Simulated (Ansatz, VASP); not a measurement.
**Two plane-wave programs on Ti2O**

```
CELL_PARAMETERS angstrom
2.91940 0.00000 0.00000
-1.45970 2.52827 0.00000
0.00000 0.00000 4.71300
ATOMIC_POSITIONS crystal
Ti 0.66667 0.33333 0.27874
Ti 0.33333 0.66667 0.72126
O 0.00000 0.00000 0.00000
```

Alike in both runs: task single point; functional r2SCAN; k mesh 12 × 12 × 6; occupations gaussian, width 0.1 eV; no spin polarisation.

```csv
,VASP,Ansatz
version,VASP 6.6.1,Ansatz 0.2.0
potentials or method,"VASP PAW PBE potentials, release 64 (Ti_sv, O), cutoff 660 eV","scalar-relativistic, plane waves, PAW"
valence electrons in the cell,30,30
```

Ansatz gave:

| Property | Result |
| --- | --- |
| gap on the k mesh at the Fermi level (eV) | none |
| pressure (GPa) | 9.0 |
| traceless stress, the component that is largest in VASP (GPa) | 5.26 |
| rms of the force components (eV/Å) | 0.496 |

Q: Estimate VASP's values.

A: gap on the k mesh at the Fermi level (eV): none; pressure (GPa): 10.0; traceless stress, the component that is largest in VASP (GPa): 5.31; rms of the force components (eV/Å): 0.476.

VASP's potentials were made for PBE, not for r2SCAN. Atom by atom the forces differ by 0.020 eV/Å (rms over components). A gap of «none» marks a metal or a gap that the smearing closes.
